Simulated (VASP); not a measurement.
Wanted: the native input for a VASP 6.6.1 run.

```yaml
Task: single point
Functional: PBEsol
Dispersion: D3(BJ)
Potentials_or_basis: VASP PAW PBE potentials, release 64 (Ta_sv_GW, N)
Cutoff: 700 eV
k_mesh: 5 × 5 × 7
Occupations: fermi-dirac, width 0.1 eV
Spin: no spin polarisation
Dipole_correction: no
Further_INCAR_settings: ALGO = Normal; EDIFF = 1e-06; NBANDS = 36
```

The structure of TaN lies in POSCAR:

```
TaN
1.0
    5.1680607367      0.0000000000      0.0000000000
   -2.5840303684      4.4756718863      0.0000000000
    0.0000000000      0.0000000000      2.8881516887
Ta N
3 3
Direct
    0.0000000000      0.0000000000      0.0000000000
    0.3333333333      0.6666666667      0.5000000000
    0.6666666667      0.3333333333      0.5000000000
    0.5000000000      0.0000000000      0.0000000000
    0.5000000000      0.5000000000      0.0000000000
    0.0000000000      0.5000000000      0.0000000000
```

The input as run:

INCAR

```
SYSTEM = TaN
ALGO = Normal ; EDIFF = 1E-6
ENCUT = 700 ; GGA = PS
GGA_COMPAT = .False. ; ISIF = 2
ISMEAR = -1 ; IVDW = 12
LASPH = .True. ; LCHARG = .False.
LREAL = .False. ; LWAVE = .False.
NBANDS = 36 ; NELM = 120
PREC = Accurate ; SIGMA = 0.1
```

KPOINTS

```
k-points
0
Gamma
  5 5 7
  0 0 0
```

Potentials or basis: VASP PAW PBE potentials, release 64 (Ta_sv_GW, N).

Run with:

```bash
$ cat potpaw_PBE.64/Ta_sv_GW/POTCAR potpaw_PBE.64/N/POTCAR > POTCAR
$ mpirun -np 1 vasp_std > vasp.out
```

It gave:

```yaml
Pressure: 0.1 GPa
Band_gap_on_the_k_mesh: zero (bands 27 and 28 overlap by 2.09 eV)
Dispersion_energy_per_atom: -0.444 eV
```

Caveat: the PAW data sets were made with another functional, which shifts forces and pressure a little; spin-orbit coupling is left out, which moves the levels of the heavy elements.

Wall time 2.5 min on 1 thread of AMD EPYC 7R13 Processor (Zen 3), on a shared host, peak memory 0.25 GiB.
